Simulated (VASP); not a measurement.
Wanted: the native input for a VASP 6.6.1 run.

- Task: relaxation of cell and atoms
- Functional: r2SCAN
- Potentials or basis: VASP PAW PBE potentials, release 64 (Sb)
- Cutoff: 600 eV
- k mesh: 14 × 14 × 14
- Occupations: gaussian, width 0.1 eV
- Spin: no spin polarisation
- Target pressure: 1 GPa
- Dipole correction: no
- Further INCAR settings: ALGO = Normal; EDIFF = 1e-06; IBRION = 2; EDIFFG = -0.008; NSW = 70; ISIF = 3

Crystal: Sb.

```xyz
1
Lattice="3.0774 0.0000 0.0000 0.0000 3.0774 0.0000 0.0000 0.0000 3.0774" Properties=species:S:1:pos:R:3 pbc="T T T"
Sb    0.0000    0.0000    0.0000
```

This isn't the form of Sb at room conditions, which is rhombohedral.

These files were run (other wordings do the same):

POSCAR

```
Sb
1.0
    3.0773509702      0.0000000000      0.0000000000
    0.0000000000      3.0773509702      0.0000000000
    0.0000000000      0.0000000000      3.0773509702
Sb
1
Direct
    0.0000000000      0.0000000000      0.0000000000
```

INCAR.step1

```
PREC = Accurate ; ENCUT = 600
ISMEAR = 0 ; SIGMA = 0.1
LREAL = F ; LASPH = T
NELM = 100 ; GGA = PE
ALGO = Normal ; EDIFF = 1E-4
LWAVE = T ; LCHARG = F
```

INCAR.step2

```
PREC = Accurate ; ENCUT = 600
EDIFF = 1E-6 ; ISMEAR = 0
SIGMA = 0.1 ; LREAL = F
LASPH = T ; NELM = 100
ALGO = Normal ; ISIF = 3
LWAVE = F ; LCHARG = F
METAGGA = R2SCAN ; LMIXTAU = T
IBRION = 2 ; NSW = 70
EDIFFG = -0.008 ; PSTRESS = 10.0
ISTART = 1
```

KPOINTS

```
Automatic mesh
0
Gamma
  14 14 14
```

Potentials or basis: VASP PAW PBE potentials, release 64 (Sb).

Run with:

```bash
$ cat potpaw_PBE.64/Sb/POTCAR > POTCAR
$ cp INCAR.step1 INCAR
$ mpirun -np 1 vasp_std > vasp.out
$ cp INCAR.step2 INCAR
$ mpirun -np 1 vasp_std > vasp.out
```

It gave:

```yaml
Relaxed_volume: 28.96 Å³/atom
Relaxed_cell: a = 3.071 Å, b = 3.071 Å, c = 3.071 Å, α = 90.00°, β = 90.00°, γ = 90.00°
Space_group_after_relaxing_to_0.1_Å: Pm-3m (No. 221)
Energy_change_on_relaxing_the_run_minimises_the_enthalpy: +0.9 meV/atom
Ionic_steps: 3
Pressure_after_relaxing: 1.0 GPa
Band_gap_on_the_k_mesh: zero (an odd number of electrons rules out a gap without spin polarisation)
```

Caveat: the cell is relaxed towards a set pressure, so the run minimises the enthalpy, not the energy; the PAW data sets were made with another functional, which shifts forces and pressure a little; spin-orbit coupling is left out, which moves the levels of the heavy elements.

It took 69 s on 1 thread of Intel(R) Xeon(R) 6975P-C (Granite Rapids), on a shared host, peak memory 0.18 GiB.
